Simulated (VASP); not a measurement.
# Pt (P6_3/mmc) in VASP: further runs

Pt is run at these levels: RPBE; tasks: single point.

Program: VASP 6.6.1. These are calculated values, not measurements. Logs are shortened: lines on timing, memory, paths and dates and some standing lists are left out, and cuts for length are marked.

### 1 The cell of the first run

It takes space group P6_3/mmc (No. 194, hexagonal). Conventional cell: a = 2.745 Å, b = 2.745 Å, c = 4.723 Å, α = 90.00°, β = 90.00°, γ = 120.00°. Pt (site symmetry -6m2) has 12 Pt at 2.74 to 2.84 Å within 3.6 Å.

### 2 Single point, RPBE (volume scaled by 0.96)

Contents of INCAR:

```
  PREC = Accurate
  ENCUT = 520
  EDIFF = 1E-6
  ISMEAR = -1
  SIGMA = 0.1
  LREAL = F
  LASPH = T
  NELM = 100
  ALGO = Normal
  ISIF = 2
  LWAVE = F
  LCHARG = F
  GGA = RP
  NBANDS = 17
```

Contents of KPOINTS:

```
regular mesh
0
Gamma
  15 15 8
```

Contents of POSCAR:

```
Pt
1.0
    2.7445330313      0.0000000000      0.0000000000
   -1.3722665157      2.3768353266      0.0000000000
    0.0000000000      0.0000000000      4.7231368662
Pt
2
Direct
    0.3333333333      0.6666666667      0.2500000000
    0.6666666667      0.3333333333      0.7500000000
```

Potentials or basis: VASP PAW PBE potentials, release 64 (Pt).

On the command line:

```
cat potpaw_PBE.64/Pt/POTCAR > POTCAR
mpirun -np 1 vasp_std > vasp.out
```

OUTCAR:

```text
PREC = Accurate
   ENCUT = 520
   EDIFF = 1E-6
   ISMEAR = -1
   LREAL = F
   LASPH = T
   NELM = 100
   ISIF = 2
   GGA = RP

 ion  position               nearest neighbor table
   1  0.333  0.667  0.250-   2 2.84   2 2.84   2 2.84   2 2.84   2 2.84   2 2.84
   2  0.667  0.333  0.750-   1 2.84   1 2.84   1 2.84   1 2.84   1 2.84   1 2.84

  LATTYP: Found a hexagonal cell.
 ALAT       =     2.7445330313
 C/A-ratio  =     1.7209254953

  Lattice vectors:

 A1 = (   2.7445330313,   0.0000000000,   0.0000000000)
 A2 = (  -1.3722665157,   2.3768353266,   0.0000000000)
 A3 = (   0.0000000000,   0.0000000000,   4.7231368662)

Analysis of symmetry for initial positions (statically):
=====================================================================
 Subroutine PRICEL returns:
 Original cell was already a primitive cell.

 Routine SETGRP: Setting up the symmetry group for a
 hexagonal supercell.

 Subroutine GETGRP returns: Found 24 space group operations
 (whereof 12 operations were pure point group operations)
 out of a pool of 24 trial point group operations.

The static configuration has the point symmetry D_3d.
 The point group associated with its full space group is D_6h.

Analysis of symmetry for dynamics (positions and initial velocities):
=====================================================================
 Subroutine PRICEL returns:
 Original cell was already a primitive cell.

 Routine SETGRP: Setting up the symmetry group for a
 hexagonal supercell.

 Subroutine GETGRP returns: Found 24 space group operations
 (whereof 12 operations were pure point group operations)
 out of a pool of 24 trial point group operations.

The dynamic configuration has the point symmetry D_3d.
 The point group associated with its full space group is D_6h.

 Subroutine INISYM returns: Found 24 space group operations
 (whereof 12 operations are pure point group operations),
 and found     1 'primitive' translations

----------------------------------------------------------------------------------------

                                     Primitive cell

  volume of cell :      30.8105

  direct lattice vectors                    reciprocal lattice vectors
     2.744533031  0.000000000  0.000000000     0.364360709  0.210363753  0.000000000
    -1.372266516  2.376835327  0.000000000     0.000000000  0.420727506  0.000000000
     0.000000000  0.000000000  4.723136866     0.000000000  0.000000000  0.211723697
[... 81 lines left out ...]
   LASPH  =      T    aspherical Exc in radial PAW
   ENCUT  =  520.0 eV  38.22 Ry    6.18 a.u.   5.10  5.10  8.78*2*pi/ulx,y,z
   NELM   =    100;   NELMIN=  2; NELMDL= -5     # of ELM steps
   EDIFF  = 0.1E-05   stopping-criterion for ELM
   LREAL  =      F    real-space projection
   EDIFFG = 0.1E-04   stopping-criterion for IOM
   NSW    =      0    number of steps for IOM
   IBRION =     -1    ionic relax: 0-MD 1-quasi-New 2-CG
   NFREE  =      0    steps in history (QN), initial steepest desc. (CG)
   ISIF   =      2    stress and relaxation
   ISYM   =      2    0-nonsym 1-usesym 2-fastsym
   POTIM  = 0.5000    time-step for ionic-motion
   TEBEG  =    0.0;   TEEND  =   0.0 temperature during run
   PSTRESS=    0.0 pullay stress
   NELECT =      20.0000    total number of electrons
   NUPDOWN=      -1.0000    fix difference up-down
   EMIN   =  10.00;   EMAX   =-10.00  energy-range for DOS
   EFERMI =   0.00;   METHOD = LEGACY
   ISMEAR =    -1;   SIGMA  =   0.10  broadening in eV -4-tet -1-fermi 0-gaus
   EFERMI_NEDOS =   21; number of points for ismear=-14 and -15
   IALGO  =     38    algorithm
   IMIX   =      4    mixing-type and parameters
     AMIX     =   0.40;   BMIX     =  1.00
     AMIX_MAG =   1.60;   BMIX_MAG =  1.00
  volume/ion in A,a.u.               =      15.41       103.96
  Fermi-wavevector in a.u.,A,eV,Ry     =   1.417486  2.678660 27.337734  2.009267
  Thomas-Fermi vector in A             =   2.538711
   LORBIT       =      0    0 simple, 1 ext, 2 COOP (PROOUT), +10 PAW based schemes
   GGA     = RP    functional components
   LHFCALC =     F    Hartree Fock is set to
   AEXX    =    0.0000 exact exchange contribution
   IVDW    =     0    specifies the selected vdW correction
   LEPSILON=     F    determine dielectric tensor
   LRPA    =     F    only Hartree local field effects (RPA)
 non-spin polarized calculation
  energy-cutoff  :      520.00
  volume of cell :       30.81
 maximum number of plane-waves:       845
   NGX = 11   NGY = 11   NGZ = 17

 number of electron      19.9999999 magnetization

 Free energy of the ion-electron system (eV)
  ---------------------------------------------------
  ext. energy  EPLUGINS =         0.00000000
  ---------------------------------------------------
  free energy    TOTEN  =       -10.83138675 eV

  energy without entropy =      -10.71809661  energy(sigma->0) =      -10.77474168

 E-fermi :  10.9299     XC(G=0): -13.3015

 val. band max:       10.9283664800   @ k =   0.2667   0.0667   0.5000
 cond. band min:      10.9316246984   @ k =   0.3333  -0.0000   0.0000
 fundamental gap:      0.0032582184
 Fermi energy:        10.9298656908

 k-point     1 :       0.0000    0.0000    0.0000
  band No.  band energies     occupation
      1       0.9942      2.00000
      2       3.6797      2.00000
      3       6.8986      2.00000
      4       7.3825      2.00000
      5       7.3825      2.00000
      6       7.7763      2.00000
[... 457 lines left out ...]
      4       7.1858      2.00000
      5       7.2131      2.00000
      6       7.3610      2.00000
[... 9 lines left out ...]
     16      22.7305      0.00000
     17      25.1262      0.00000

 [... further k-points ...]

------------------------ aborting loop because EDIFF is reached ----------------------------------------

  FORCE on cell =-STRESS in cart. coord.  units (eV):
  Direction    XX          YY          ZZ          XY          YZ          ZX
  --------------------------------------------------------------------------------------
  -------------------------------------------------------------------------------------
  Total        1.9282281      1.9282281      1.7568761     -0.0000000     -0.0000000      0.0000000
  in kB      100.2699752    100.2699752     91.3594800     -0.0000000     -0.0000000      0.0000000
  external PRESSURE =      97.2998101 kB  Pullay stress =       0.0000000 kB

 VOLUME and BASIS-vectors are now :
 -----------------------------------------------------------------------------
  energy-cutoff  :      520.00
  volume of cell :       30.81
      direct lattice vectors                 reciprocal lattice vectors
     2.744533031  0.000000000  0.000000000     0.364360709  0.210363753  0.000000000
    -1.372266516  2.376835327  0.000000000     0.000000000  0.420727506  0.000000000
     0.000000000  0.000000000  4.723136866     0.000000000  0.000000000  0.211723697

 POSITION                                       TOTAL-FORCE (eV/Angst)
 -----------------------------------------------------------------------------------
     -0.00000      1.58456      1.18078        -0.000000      0.000000      0.000000
      1.37227      0.79228      3.54235         0.000000     -0.000000      0.000000
 -----------------------------------------------------------------------------------
    total drift:                               -0.000000      0.000000     -0.000000

  FREE ENERGIE OF THE ION-ELECTRON SYSTEM (eV)
  ---------------------------------------------------
  free  energy   TOTEN  =       -10.8313867520 eV

  energy  without entropy=      -10.7180966146  energy(sigma->0) =      -10.77474168
```

OSZICAR:

```text
N       E                     dE             d eps       ncg     rms          rms(c)
DAV:   1     0.104481702651E+03    0.10448E+03   -0.10482E+04  4598   0.113E+03
DAV:   2    -0.962519606045E+01   -0.11411E+03   -0.10830E+03  4935   0.246E+02
DAV:   3    -0.114795444108E+02   -0.18543E+01   -0.18289E+01  5640   0.312E+01
DAV:   4    -0.114888683928E+02   -0.93240E-02   -0.93226E-02  5467   0.232E+00
DAV:   5    -0.114889621062E+02   -0.93713E-04   -0.93710E-04  5711   0.242E-01    0.172E+01
DAV:   6    -0.109022402415E+02    0.58672E+00   -0.88454E-01  4784   0.849E+00    0.939E+00
DAV:   7    -0.108383965795E+02    0.63844E-01   -0.19915E-01  5443   0.400E+00    0.288E+00
DAV:   8    -0.108316237512E+02    0.67728E-02   -0.22206E-02  4936   0.121E+00    0.663E-01
DAV:   9    -0.108313684661E+02    0.25529E-03   -0.24576E-04  5360   0.131E-01    0.274E-02
DAV:  10    -0.108313867216E+02   -0.18256E-04   -0.81742E-06  5608   0.224E-02    0.192E-02
DAV:  11    -0.108313867520E+02   -0.30383E-07   -0.25345E-07  3031   0.416E-03
   1 F= -.10831387E+02 E0= -.10774742E+02  d E =-.113290E+00
```

stdout:

```text
POSCAR found type information on POSCAR Pt
 POSCAR found :  1 types and       2 ions
 scaLAPACK will be used
 -----------------------------------------------------------------------------
|                                                                             |
|                                                                             |
|     You enforced a specific xc type in the INCAR file but a different       |
|     I HOPE YOU KNOW WHAT YOU ARE DOING!                                     |
|                                                                             |
 -----------------------------------------------------------------------------

 LDA part: xc-table for (Slater+PW92), standard interpolation
 POSCAR, INCAR and KPOINTS ok, starting setup
 FFT: planning ... GRIDC
 FFT: planning ... GRID_SOFT
 FFT: planning ... GRID
 WAVECAR not read
 entering main loop
```

Run time: 23 s. Hardware: 1 thread of AMD EPYC 9R45 (Zen 5), shared host; peak memory 0.15 GiB.

Results:

```yaml
Free_energy: -10.8314 eV
Pressure: 9.7 GPa
Band_gap_on_the_k_mesh: zero (band 10 reaches 11.35 eV, above the bottom of band 11 at 10.08 eV)
```

Levels at points of the mesh, in eV from the Fermi level:
```csv
k point,band 7,band 8,band 9,band 10,band 11,band 12,band 13,band 14
"(0.00, 0.00, 0.00)",-3.15,-1.94,-1.94,-0.75,-0.26,-0.26,4.97,15.01
"(0.00, 0.00, 0.50)",-3.55,-3.55,-0.85,-0.85,-0.85,-0.85,12.27,12.27
```

Caveat: the cell differs from its parent crystal (volume scaled by 0.96); the PAW data sets were made with another functional, which shifts forces and pressure a little; spin-orbit coupling is left out, which moves the levels of the heavy elements.

### 3 Single point, RPBE

This run uses another cell than the first one, of 16.05 Å³/atom, 1.042 times its volume.

Contents of INCAR:

```
  PREC = Accurate
  ENCUT = 520
  EDIFF = 1E-6
  ISMEAR = -1
  SIGMA = 0.1
  LREAL = False
  LASPH = True
  NELM = 60
  ALGO = Normal
  ISIF = 2
  LWAVE = False
  LCHARG = False
  GGA = RP
  NBANDS = 17
```

KPOINTS is that of step 2.

Contents of POSCAR:

```
Pt
1.0
    2.7821340467      0.0000000000      0.0000000000
   -1.3910670233      2.4093987611      0.0000000000
    0.0000000000      0.0000000000      4.7878454122
Pt
2
Direct
    0.3333333333      0.6666666667      0.2500000000
    0.6666666667      0.3333333333      0.7500000000
```

Potentials or basis: VASP PAW PBE potentials, release 64 (Pt).

On the command line:

```
cat potpaw_PBE.64/Pt/POTCAR > POTCAR
mpirun -np 1 vasp_std > vasp.out
```

Wall time 30 s (1 thread of AMD EPYC 9R45 (Zen 5), shared host); peak memory 0.16 GiB.

Results (log left out):

| Property | Result |
| --- | --- |
| Free energy | -10.8683 eV |
| Pressure | -0.4 GPa |
| Band gap on the k mesh | zero (band 10 reaches 10.57 eV, above the bottom of band 11 at 9.38 eV) |

Stress tensor (GPa, compression positive):
```
-0.47  0.00  0.00
 0.00 -0.47  0.00
 0.00  0.00 -0.36
```

Levels at points of the mesh, in eV from the Fermi level:
```
           k point  band 8  band 9  band 10  band 11  band 12  band 13
(0.00, 0.00, 0.00)   -1.82   -1.82    -0.57    -0.24    -0.24     4.70
(0.00, 0.00, 0.50)   -3.32   -0.80    -0.80    -0.80    -0.80    11.99
```

Caveat: the PAW data sets were made with another functional, which shifts forces and pressure a little; spin-orbit coupling is left out, which moves the levels of the heavy elements.

### 4 Single point, RPBE (volume scaled by 1.04)

Contents of INCAR:

```
SYSTEM = Pt
ALGO = Normal
EDIFF = 1E-6
ENCUT = 520
GGA = RP
ISIF = 2
ISMEAR = -1
LASPH = .TRUE.
LCHARG = .FALSE.
LREAL = .FALSE.
LWAVE = .FALSE.
NBANDS = 17
NELM = 80
PREC = Accurate
SIGMA = 0.1
```

Contents of KPOINTS:

```
k-points
0
G
  15 15 8
  0 0 0
```

Contents of POSCAR:

```
Pt
1.0
    2.8187452721      0.0000000000      0.0000000000
   -1.4093726360      2.4411050124      0.0000000000
    0.0000000000      0.0000000000      4.8508506034
Pt
2
Direct
    0.3333333333      0.6666666667      0.2500000000
    0.6666666667      0.3333333333      0.7500000000
```

On the command line:

```
cat potpaw_PBE.64/Pt/POTCAR > POTCAR
mpirun -np 1 vasp_std > vasp.out
```

It took 30 s on 1 thread of AMD EPYC 9R45 (Zen 5), shared host; peak memory 0.17 GiB.

Results (log left out):

```
Free energy            : -10.8334 eV
Pressure               : -8.2 GPa
Band gap on the k mesh : zero (band 10 reaches 9.85 eV, above the bottom of band 11 at 8.74 eV)
```

Stress tensor (GPa, compression positive):
```
-8.53  0.00  0.00
 0.00 -8.53  0.00
 0.00  0.00 -7.65
```

Levels at points of the mesh, in eV from the Fermi level:
| k point | band 6 | band 7 | band 8 | band 9 | band 10 | band 11 | band 12 | band 13 | band 14 | band 15 |
| --- | --- | --- | --- | --- | --- | --- | --- | --- | --- | --- |
| (0.00, 0.00, 0.00) | -2.77 | -2.77 | -1.70 | -1.70 | -0.39 | -0.23 | -0.23 | 4.45 | 15.13 | 15.80 |
| (0.00, 0.00, 0.50) | -3.11 | -3.11 | -3.11 | -0.75 | -0.75 | -0.75 | -0.75 | 11.71 | 11.71 | 15.49 |

Caveat: the cell differs from its parent crystal (volume scaled by 1.04); the PAW data sets were made with another functional, which shifts forces and pressure a little; spin-orbit coupling is left out, which moves the levels of the heavy elements.

### 5 Single point, RPBE (volume scaled by 1.08)

Contents of INCAR:

```
PREC = Accurate
ENCUT = 520
EDIFF = 1E-6
ISMEAR = -1
SIGMA = 0.1
LREAL = False
LASPH = True
NELM = 60
ALGO = Normal
ISIF = 2
LWAVE = False
LCHARG = False
GGA = RP
NBANDS = 17
```

Contents of KPOINTS:

```
Automatic mesh
0
Gamma
  15 15 8
```

Contents of POSCAR:

```
Pt
1.0
    2.8544293801      0.0000000000      0.0000000000
   -1.4272146901      2.4720083565      0.0000000000
    0.0000000000      0.0000000000      4.9122602948
Pt
2
Direct
    0.3333333333      0.6666666667      0.2500000000
    0.6666666667      0.3333333333      0.7500000000
```

On the command line:

```
cat potpaw_PBE.64/Pt/POTCAR > POTCAR
mpirun -np 1 vasp_std > vasp.out
```

Run time: 36 s. Hardware: 1 thread of AMD EPYC 9R45 (Zen 5), shared host; peak memory 0.17 GiB.

It converged, with:

| Item | Value |
| --- | --- |
| Free energy | -10.7437 eV |
| Pressure | -14.2 GPa |
| Band gap on the k mesh | zero (band 10 reaches 9.19 eV, above the bottom of band 11 at 8.15 eV) |

Stress tensor (GPa, compression positive):
```
-14.67   0.00   0.00
  0.00 -14.67   0.00
  0.00   0.00 -13.17
```

Levels at points of the mesh, in eV from the Fermi level:
```
           k point  band 6  band 7  band 8  band 9  band 10  band 11  band 12  band 13  band 14  band 15
(0.00, 0.00, 0.00)   -2.60   -2.60   -1.60   -1.60    -0.23    -0.22    -0.22     4.23    15.16    15.78
(0.00, 0.00, 0.50)   -2.93   -2.93   -2.93   -0.71    -0.71    -0.71    -0.71    11.44    11.44    15.49
```

Caveat: the cell differs from its parent crystal (volume scaled by 1.08); the PAW data sets were made with another functional, which shifts forces and pressure a little; spin-orbit coupling is left out, which moves the levels of the heavy elements.

### 6 Single point, RPBE (volume scaled by 1.12)

Contents of INCAR:

```
  PREC = Accurate
  ENCUT = 520
  EDIFF = 1E-6
  ISMEAR = -1
  SIGMA = 0.1
  LREAL = False
  LASPH = True
  NELM = 100
  ALGO = Normal
  ISIF = 2
  LWAVE = False
  LCHARG = False
  GGA = RP
  NBANDS = 17
```

KPOINTS is that of step 5.

Contents of POSCAR:

```
Pt
1.0
    2.8892429256      0.0000000000      0.0000000000
   -1.4446214628      2.5021577712      0.0000000000
    0.0000000000      0.0000000000      4.9721718127
Pt
2
Direct
    0.3333333333      0.6666666667      0.2500000000
    0.6666666667      0.3333333333      0.7500000000
```

Potentials or basis: VASP PAW PBE potentials, release 64 (Pt).

On the command line:

```
cat potpaw_PBE.64/Pt/POTCAR > POTCAR
mpirun -np 1 vasp_std > vasp.out
```

Run time: 35 s. Hardware: 1 thread of AMD EPYC 9R45 (Zen 5), shared host; peak memory 0.18 GiB.

It converged, with:

- Free energy: -10.6122 eV
- Pressure: -18.7 GPa
- Band gap on the k mesh: zero (band 10 reaches 8.58 eV, above the bottom of band 11 at 7.61 eV)

Stress tensor (GPa, compression positive):
```
-19.32   0.00   0.00
  0.00 -19.32   0.00
  0.00   0.00 -17.37
```

Levels at points of the mesh, in eV from the Fermi level:
```csv
k point,band 7,band 8,band 9,band 10,band 11,band 12,band 13,band 14
"(0.00, 0.00, 0.00)",-2.45,-1.51,-1.51,-0.21,-0.21,-0.08,4.02,15.17
"(0.00, 0.00, 0.50)",-2.76,-2.76,-0.67,-0.67,-0.67,-0.67,11.19,11.19
```

Caveat: the cell differs from its parent crystal (volume scaled by 1.12); the PAW data sets were made with another functional, which shifts forces and pressure a little; spin-orbit coupling is left out, which moves the levels of the heavy elements.

### 7 Summary

| cell | gap on the mesh (eV) | pressure (GPa) |
| --- | --- | --- |
| a = 2.745, b = 2.745, c = 4.723 Å, angles 90.0, 90.0, 120.0°, 2 atoms | none | 9.7 |
| a = 2.782, b = 2.782, c = 4.788 Å, angles 90.0, 90.0, 120.0°, 2 atoms | none | -0.4 |
| a = 2.819, b = 2.819, c = 4.851 Å, angles 90.0, 90.0, 120.0°, 2 atoms | none | -8.2 |
| a = 2.854, b = 2.854, c = 4.912 Å, angles 90.0, 90.0, 120.0°, 2 atoms | none | -14.2 |
| a = 2.889, b = 2.889, c = 4.972 Å, angles 90.0, 90.0, 120.0°, 2 atoms | none | -18.7 |

Alike in all rows: task single point; level RPBE; potentials or basis VASP PAW PBE potentials, release 64 (Pt); no spin polarisation; k mesh 15 × 15 × 8; cutoff (eV) 520; smearing fermi-dirac 0.1 eV.

Caveats: the PAW data sets were made with another functional, which shifts forces and pressure a little; spin-orbit coupling is left out, which moves the levels of the heavy elements.

Absolute energies hang on the potentials; compare differences alone.
